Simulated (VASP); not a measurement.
MoS2: relaxation of cell and atoms with PBEsol

The system is MoS2.

```
Mo S
1.0
     1.58000    0.91221    6.15000
    -1.58000    0.91221    6.15000
     0.00000   -1.82443    6.15000
Mo S
1 2
Direct
  0.00000 0.00000 0.00000
  0.41700 0.41700 0.41700
  0.25000 0.25000 0.25000
```

```yaml
Program: VASP 6.6.1
Task: relaxation of cell and atoms
Functional: PBEsol
Potentials_or_basis: VASP PAW PBE potentials, release 64 (Mo_sv, S)
Cutoff: 600 eV
k_mesh: 10 × 10 × 10
Occupations: fermi-dirac, width 0.05 eV
Spin: no spin polarisation
Target_pressure: 2 GPa
Dipole_correction: no
Further_INCAR_settings: ALGO = Normal; EDIFF = 1e-06; IBRION = 2; EDIFFG = -0.01; NSW = 60; ISIF = 3
```

| Item | Value |
| --- | --- |
| Relaxed volume | 16.82 Å³/atom |
| Relaxed cell | a = 6.221 Å, b = 6.221 Å, c = 6.221 Å, α = 29.13°, β = 29.13°, γ = 29.13° |
| Space group after relaxing (to 0.1 Å) | R3m (No. 160) |
| Energy change on relaxing (the run minimises the enthalpy) | +3.6 meV/atom |
| Ionic steps | 19 |
| Pressure after relaxing | 2.0 GPa |
| Largest force after relaxing | 0.006 eV/Å |
| Band gap on the k mesh | 0.73 eV (least direct gap 2.05 eV) |

Forces in eV/Å, atoms in the order of the input:
```
Mo   0.000  0.000 -0.006
S    0.000  0.000  0.000
S    0.000  0.000  0.006
```

The path:
```tsv
step	energy change (eV)	largest force (eV/Å)	pressure (GPa)	volume (Å³)
1	0.0000	0.2591	0.32	53.18
2	0.0076	0.3251	3.51	51.76
3	0.0019	0.2849	2.67	52.12
4	0.0004	0.1616	0.69	52.25
5	-0.0010	0.0634	1.67	52.18
6	-0.0002	0.0721	1.78	51.98
7	0.0039	0.2209	2.09	51.38
8	0.0203	0.5748	2.94	50.19
9	0.0083	0.3413	2.42	50.97
10	0.0082	0.3107	2.36	50.92
11	0.0085	0.2192	2.18	50.77
12	0.0110	0.0535	1.89	50.47
13	0.0111	0.0316	1.97	50.46
14	0.0112	0.0078	2.11	50.44
15	0.0112	0.0101	2.09	50.44
16	0.0110	0.0026	2.09	50.46
17	0.0105	0.0214	1.96	50.50
18	0.0107	0.0108	1.99	50.48
19	0.0108	0.0064	2.01	50.47
```

Final structure:
```yaml
crystal:
  lattice:
    - [1.56449, 0.90326, 5.95284]
    - [-1.56449, 0.90326, 5.95284]
    - [0.00000, -1.80652, 5.95284]
  atoms:
    - { symbol: Mo, position: [0.00009, 0.00009, 0.00009] }
    - { symbol: S, position: [0.42074, 0.42074, 0.42074] }
    - { symbol: S, position: [0.24617, 0.24617, 0.24617] }
```

Levels at points of the mesh, in eV from the valence-band top:
```csv
k point,band 11,band 12,band 13,band 14,band 15,band 16
"(0.00, 0.00, 0.00)",-2.32,-1.48,-1.08,1.98,1.98,2.44
"(0.50, 0.00, 0.00)",-2.47,-1.65,-1.58,1.65,1.98,3.32
"(0.50, 0.50, 0.00)",-3.21,-1.89,-1.43,1.58,2.16,2.91
"(0.50, 0.50, 0.50)",-2.27,-2.27,0.00,2.13,2.13,2.24
```

Wall time 41 min on 1 thread of Intel(R) Xeon(R) 6975P-C (Granite Rapids), on a shared host, peak memory 0.54 GiB.

Caveat: the cell is relaxed towards a set pressure, so the run minimises the enthalpy, not the energy; the PAW data sets were made with another functional, which shifts forces and pressure a little. A k mesh can miss the band edges.
